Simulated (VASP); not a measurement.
# HfSiO4 (I4_1/amd) in VASP: notebook

Runs on HfSiO4. Level: PBE. Tasks: single point.

All numbers are computed with VASP 6.6.1; they aren't measurements. Logs are shortened: lines on timing, memory, paths and dates and some standing lists are left out, and cuts for length are marked.

**1. The cell of the first run**

The structure is tetragonal, space group I4_1/amd (No. 141). Conventional cell: a = 6.645 Å, b = 6.645 Å, c = 6.015 Å, α = 90.00°, β = 90.00°, γ = 90.00°. Within 2.8 Å of Hf (site symmetry -4m2) lie 8 O at 2.14 to 2.28 Å. Within 2.2 Å of Si (site symmetry -4m2) lie 4 O at 1.64 Å. Within 2.2 Å of O (site symmetry m) lie 1 Si at 1.64 Å and 1 Hf at 2.14 Å.

**2. Single point, PBE**

INCAR

```
SYSTEM = HfSiO4
ALGO     = Normal         ! electronic algorithm
EDIFF    = 1E-6           ! SCF threshold, eV
ENCUT    = 520            ! plane-wave cutoff, eV
GGA      = PE             ! functional
ISIF     = 2              ! what is computed and relaxed
ISMEAR   = 0              ! smearing method
LASPH    = .TRUE.         ! aspherical terms in the spheres
LCHARG   = .TRUE.         ! write CHGCAR
LELF     = .TRUE.         ! ELF
LREAL    = .FALSE.        ! projectors in reciprocal space
LVHAR    = .TRUE.       
LWAVE    = .FALSE.        ! write WAVECAR
NBANDS   = 50             ! bands
NELM     = 80             ! most SCF steps
PREC     = Accurate       ! precision mode
SIGMA    = 0.02           ! smearing width, eV
```

KPOINTS

```
k-points
0
G
  6 6 6
  0 0 0
```

POSCAR

```
HfSiO4
1.0
   -3.3224525186      3.3224525186      3.0074739813
    3.3224525186     -3.3224525186      3.0074739813
    3.3224525186      3.3224525186     -3.0074739813
Hf Si O
2 2 8
Direct
    0.0000000000      0.0000000000      0.0000000000
    0.7500000000      0.2500000000      0.5000000000
    0.2500000000      0.7500000000      0.5000000000
    0.5000000000      0.5000000000      0.0000000000
    0.1347298303      0.3189388947      0.8157909356
    0.0689388947      0.7531479591      0.6842090644
    0.0689388947      0.3847298303      0.3157909356
    0.5031479591      0.3189388947      0.1842090644
    0.6810611053      0.4968520409      0.8157909356
    0.6152701697      0.9310611053      0.6842090644
    0.2468520409      0.9310611053      0.3157909356
    0.6810611053      0.8652701697      0.1842090644
```

Potentials or basis: VASP PAW PBE potentials, release 64 (Hf_pv, Si, O).

The run is started by

```sh
> cat potpaw_PBE.64/Hf_pv/POTCAR potpaw_PBE.64/Si/POTCAR potpaw_PBE.64/O/POTCAR > POTCAR
> mpirun -np 1 vasp_std > vasp.out
```

OUTCAR:

```text
SYSTEM = HfSiO4
   EDIFF = 1E-6
   ENCUT = 520
   GGA = PE
   ISIF = 2
   ISMEAR = 0
   LASPH = .TRUE.
   LREAL = .FALSE.
   NELM = 80
   PREC = Accurate

 ion  position               nearest neighbor table
   1  0.000  0.000  0.000-   6 2.14  11 2.14  10 2.14   7 2.14   8 2.28   9 2.28  12 2.28   5 2.28
                             4 3.01   4 3.01   2 3.65   2 3.65   2 3.65   2 3.65
   2  0.750  0.250  0.500-   8 2.14   9 2.14   5 2.14  12 2.14   6 2.28  11 2.28   7 2.28  10 2.28
                             3 3.01   3 3.01   1 3.65   1 3.65   1 3.65   1 3.65
   3  0.250  0.750  0.500-   7 1.64  10 1.64   6 1.64  11 1.64   2 3.01   2 3.01
   4  0.500  0.500  0.000-   5 1.64  12 1.64   9 1.64   8 1.64   1 3.01   1 3.01
   5  0.135  0.319  0.816-   4 1.64   2 2.14   1 2.28
   6  0.069  0.753  0.684-   3 1.64   1 2.14   2 2.28
   7  0.069  0.385  0.316-   3 1.64   1 2.14   2 2.28
   8  0.503  0.319  0.184-   4 1.64   2 2.14   1 2.28
   9  0.681  0.497  0.816-   4 1.64   2 2.14   1 2.28
  10  0.615  0.931  0.684-   3 1.64   1 2.14   2 2.28
  11  0.247  0.931  0.316-   3 1.64   1 2.14   2 2.28
  12  0.681  0.865  0.184-   4 1.64   2 2.14   1 2.28

  LATTYP: Found a body centered tetragonal cell.
 ALAT       =     6.6449050372
 C/A-ratio  =     0.9051969786

  Lattice vectors:

 A1 = (  -3.3224525186,   3.3224525186,   3.0074739813)
 A2 = (   3.3224525186,  -3.3224525186,   3.0074739813)
 A3 = (   3.3224525186,   3.3224525186,  -3.0074739813)

Analysis of symmetry for initial positions (statically):
=====================================================================
 Subroutine PRICEL returns:
 Original cell was already a primitive cell.

 Routine SETGRP: Setting up the symmetry group for a
 body centered tetragonal supercell.

 Subroutine GETGRP returns: Found 16 space group operations
 (whereof  8 operations were pure point group operations)
 out of a pool of 16 trial point group operations.

The static configuration has the point symmetry D_2d.
 The point group associated with its full space group is D_4h.

Analysis of symmetry for dynamics (positions and initial velocities):
=====================================================================
 Subroutine PRICEL returns:
 Original cell was already a primitive cell.

 Routine SETGRP: Setting up the symmetry group for a
 body centered tetragonal supercell.

 Subroutine GETGRP returns: Found 16 space group operations
 (whereof  8 operations were pure point group operations)
 out of a pool of 16 trial point group operations.

The dynamic configuration has the point symmetry D_2d.
 The point group associated with its full space group is D_4h.

 Subroutine INISYM returns: Found 16 space group operations
 (whereof  8 operations are pure point group operations),
 and found     1 'primitive' translations

----------------------------------------------------------------------------------------

                                     Primitive cell

  volume of cell :     132.7943

  direct lattice vectors                    reciprocal lattice vectors
    -3.322452519  3.322452519  3.007473981     0.000000000  0.150491240  0.166252477
     3.322452519 -3.322452519  3.007473981     0.150491240  0.000000000  0.166252477
     3.322452519  3.322452519 -3.007473981     0.150491240  0.150491240  0.000000000

  length of vectors
     5.578734733  5.578734733  5.578734733     0.224248745  0.224248745  0.212826753

  position of ions in fractional coordinates (direct lattice)
     0.000000000  0.000000000  0.000000000
     0.750000000  0.250000000  0.500000000
     0.250000000  0.750000000  0.500000000
     0.500000000  0.500000000  0.000000000
     0.134729830  0.318938895  0.815790936
     0.068938895  0.753147959  0.684209064
     0.068938895  0.384729830  0.315790936
     0.503147959  0.318938895  0.184209064
     0.681061105  0.496852041  0.815790936
     0.615270170  0.931061105  0.684209064
     0.246852041  0.931061105  0.315790936
     0.681061105  0.865270170  0.184209064

  ion indices of the primitive-cell ions
   primitive index   ion index
                 1           1
                 2           2
                 3           3
                 4           4
                 5           5
                 6           6
                 7           7
                 8           8
                 9           9
                10          10
                11          11
                12          12

----------------------------------------------------------------------------------------

 KPOINTS: k-points

Automatic generation of k-mesh.
 Grid dimensions read from file:
 generate k-points for:    6    6    6

 Generating k-lattice:

  Cartesian coordinates                     Fractional coordinates (reciprocal lattice)
     0.000000000  0.025081873  0.027708746     0.166666667  0.000000000  0.000000000
     0.025081873  0.000000000  0.027708746     0.000000000  0.166666667  0.000000000
     0.025081873  0.025081873  0.000000000     0.000000000  0.000000000  0.166666667

  Length of vectors
     0.037374791  0.037374791  0.035471125

  Shift w.r.t. Gamma in fractional coordinates (k-lattice)
     0.000000000  0.000000000  0.000000000

 Subroutine IBZKPT returns following result:
 ===========================================

 Found     30 irreducible k-points:

 Following reciprocal coordinates:
            Coordinates               Weight
  0.000000  0.000000  0.000000      1.000000
  0.166667 -0.000000  0.000000      8.000000
  0.333333 -0.000000  0.000000      8.000000
  0.500000  0.000000  0.000000      4.000000
  0.166667  0.166667  0.000000      8.000000
  0.333333  0.166667 -0.000000     16.000000
[... 16 lines left out ...]
 -0.333333 -0.333333  0.166667      8.000000
 -0.166667 -0.333333  0.166667      8.000000
 [... further k-points ...]
   k-points           NKPTS =     30   k-points in BZ     NKDIM =     30   number of bands    NBANDS=     50
   number of dos      NEDOS =    301   number of ions     NIONS =     12
   total plane-waves  NPLWV =  74088
   dimension x,y,z NGX =    42 NGY =   42 NGZ =   42
   dimension x,y,z NGXF=    84 NGYF=   84 NGZF=   84
   ions per type =               2   2   8
   NGX,Y,Z   is equivalent  to a cutoff of  12.52, 12.52, 12.52 a.u.
   NGXF,Y,Z  is equivalent  to a cutoff of  25.03, 25.03, 25.03 a.u.
 SYSTEM =  HfSiO4
   PREC   = accura    normal or accurate (medium, high low for compatibility)
   ISTART =      0    job   : 0-new  1-cont  2-samecut
   ICHARG =      2    charge: 1-file 2-atom 10-const
   ISPIN  =      1    spin polarized calculation?
   LNONCOLLINEAR =      F non collinear calculations
   LSORBIT =      F    spin-orbit coupling
   LASPH  =      T    aspherical Exc in radial PAW
   ENCUT  =  520.0 eV  38.22 Ry    6.18 a.u.  10.37 10.37 10.37*2*pi/ulx,y,z
   NELM   =     80;   NELMIN=  2; NELMDL= -5     # of ELM steps
   EDIFF  = 0.1E-05   stopping-criterion for ELM
   LREAL  =      F    real-space projection
[... 7 lines left out ...]
   TEBEG  =    0.0;   TEEND  =   0.0 temperature during run
   PSTRESS=    0.0 pullay stress
   NELECT =      76.0000    total number of electrons
   NUPDOWN=      -1.0000    fix difference up-down
   EMIN   =  10.00;   EMAX   =-10.00  energy-range for DOS
   EFERMI =   0.00;   METHOD = LEGACY
   ISMEAR =     0;   SIGMA  =   0.02  broadening in eV -4-tet -1-fermi 0-gaus
   EFERMI_NEDOS =   21; number of points for ismear=-14 and -15
   IALGO  =     38    algorithm
   IMIX   =      4    mixing-type and parameters
     AMIX     =   0.40;   BMIX     =  1.00
     AMIX_MAG =   1.60;   BMIX_MAG =  1.00
  volume/ion in A,a.u.               =      11.07        74.68
  Fermi-wavevector in a.u.,A,eV,Ry     =   1.359209  2.568532 25.136068  1.847449
  Thomas-Fermi vector in A             =   2.485976
   LORBIT       =      0    0 simple, 1 ext, 2 COOP (PROOUT), +10 PAW based schemes
   GGA     = PE    functional components
   LHFCALC =     F    Hartree Fock is set to
   AEXX    =    0.0000 exact exchange contribution
   IVDW    =     0    specifies the selected vdW correction
   LEPSILON=     F    determine dielectric tensor
   LRPA    =     F    only Hartree local field effects (RPA)
 non-spin polarized calculation
 Gauss-broadening in eV      SIGMA  =   0.02
  energy-cutoff  :      520.00
  volume of cell :      132.79
 maximum number of plane-waves:      3595
 NGX is ok and might be reduce to    42
   NGX = 21   NGY = 21   NGZ = 21

 number of electron      76.0000017 magnetization

 Free energy of the ion-electron system (eV)
  ---------------------------------------------------
  ext. energy  EPLUGINS =         0.00000000
  ---------------------------------------------------
  free energy    TOTEN  =      -108.65824660 eV

  energy without entropy =     -108.65824660  energy(sigma->0) =     -108.65824660

 E-fermi :   3.1509     XC(G=0): -10.9395

 val. band max:        3.0561355100   @ k =   0.0000   0.0000   0.0000
 cond. band min:       8.3265889294   @ k =   0.3333   0.3333   0.1667
 fundamental gap:      5.2704534194
 Fermi energy:         3.1509090386

 k-point     1 :       0.0000    0.0000    0.0000
  band No.  band energies     occupation
      1     -26.4094      2.00000
      2     -26.4094      2.00000
      3     -26.3492      2.00000
      4     -26.3401      2.00000
      5     -26.2545      2.00000
      6     -26.2545      2.00000
[... 42 lines left out ...]
     49      12.0410      0.00000
     50      12.6431      0.00000

 k-point     2 :       0.1667   -0.0000    0.0000
  band No.  band energies     occupation
      1     -26.4108      2.00000
      2     -26.4087      2.00000
      3     -26.3482      2.00000
      4     -26.3400      2.00000
      5     -26.2584      2.00000
      6     -26.2533      2.00000
[... 1158 lines left out ...]
 k-point    24 :      -0.1667   -0.3333    0.1667
  band No.  band energies     occupation
      1     -26.4149      2.00000
      2     -26.4135      2.00000
      3     -26.3517      2.00000
      4     -26.3407      2.00000
      5     -26.2543      2.00000
      6     -26.2497      2.00000
[... 42 lines left out ...]
     49      11.6121      0.00000
     50      12.5278      0.00000

 [... further k-points ...]
[... 5 lines left out ...]
  --------------------------------------------------------------------------------------
  -------------------------------------------------------------------------------------
  Total       -1.4010019     -1.4010019     -1.1599286      0.0000000      0.0000000      0.0000000
  in kB      -16.9032367    -16.9032367    -13.9946618      0.0000000      0.0000000      0.0000000
  external PRESSURE =     -15.9337117 kB  Pullay stress =       0.0000000 kB

 VOLUME and BASIS-vectors are now :
 -----------------------------------------------------------------------------
  energy-cutoff  :      520.00
  volume of cell :      132.79
      direct lattice vectors                 reciprocal lattice vectors
    -3.322452519  3.322452519  3.007473981     0.000000000  0.150491240  0.166252477
     3.322452519 -3.322452519  3.007473981     0.150491240  0.000000000  0.166252477
     3.322452519  3.322452519 -3.007473981     0.150491240  0.150491240  0.000000000

 POSITION                                       TOTAL-FORCE (eV/Angst)
 -----------------------------------------------------------------------------------
      0.00000      0.00000      0.00000         0.000000     -0.000000     -0.000000
      0.00000      3.32245      1.50374         0.000000     -0.000000     -0.000000
      3.32245      0.00000      1.50374         0.000000     -0.000000     -0.000000
      0.00000      0.00000      3.00747         0.000000     -0.000000     -0.000000
      3.32245      2.09840     -1.08907         0.000000     -0.125893     -0.132981
      4.54650      0.00000      0.41466         0.125893      0.000000     -0.132981
      2.09840     -0.00000      0.41466        -0.125893     -0.000000     -0.132981
      0.00000      1.22405      1.91840         0.000000      0.125893     -0.132981
      2.09840      3.32245      1.08907        -0.125893     -0.000000      0.132981
      3.32245      1.22405      2.59281         0.000000      0.125893      0.132981
      3.32245     -1.22405      2.59281         0.000000     -0.125893      0.132981
      1.22405      0.00000      4.09655         0.125893      0.000000      0.132981
 -----------------------------------------------------------------------------------
    total drift:                                0.000000      0.000000     -0.000000

  FREE ENERGIE OF THE ION-ELECTRON SYSTEM (eV)
  ---------------------------------------------------
  free  energy   TOTEN  =      -108.6582465970 eV

  energy  without entropy=     -108.6582465970  energy(sigma->0) =     -108.65824660
```

It took 3 min on 1 thread of Intel Xeon Platinum 8375C at 2.90GHz (Ice Lake), shared host; peak memory 0.35 GiB.

What came out:

* Free energy: -108.6582 eV
* Pressure: -1.6 GPa
* Largest force: 0.183 eV/Å
* Band gap on the k mesh: 5.27 eV, indirect (least direct gap 5.60 eV)

Forces on the atoms (eV/Å):
```
Hf   0.000  0.000  0.000
Hf   0.000  0.000  0.000
Si   0.000  0.000  0.000
Si   0.000  0.000  0.000
O    0.000 -0.126 -0.133
O    0.126  0.000 -0.133
O   -0.126  0.000 -0.133
O    0.000  0.126 -0.133
O   -0.126  0.000  0.133
O    0.000  0.126  0.133
O    0.000 -0.126  0.133
O    0.126  0.000  0.133
```

Levels at points of the mesh, in eV from the valence-band top:
| k point | band 36 | band 37 | band 38 | band 39 | band 40 | band 41 |
| --- | --- | --- | --- | --- | --- | --- |
| (0.00, 0.00, 0.00) | -0.60 | -0.53 | 0.00 | 5.60 | 5.91 | 5.96 |
| (0.50, 0.00, 0.00) | -0.80 | -0.24 | -0.22 | 5.50 | 5.66 | 6.39 |
| (0.50, 0.50, 0.00) | -0.89 | -0.58 | -0.58 | 5.28 | 5.28 | 6.35 |
| (0.50, 0.50, 0.50) | -1.07 | -0.89 | -0.89 | 6.06 | 6.06 | 6.38 |

Caveat: spin-orbit coupling is left out, which moves the levels of the heavy elements.

[end of part 1 of 2]
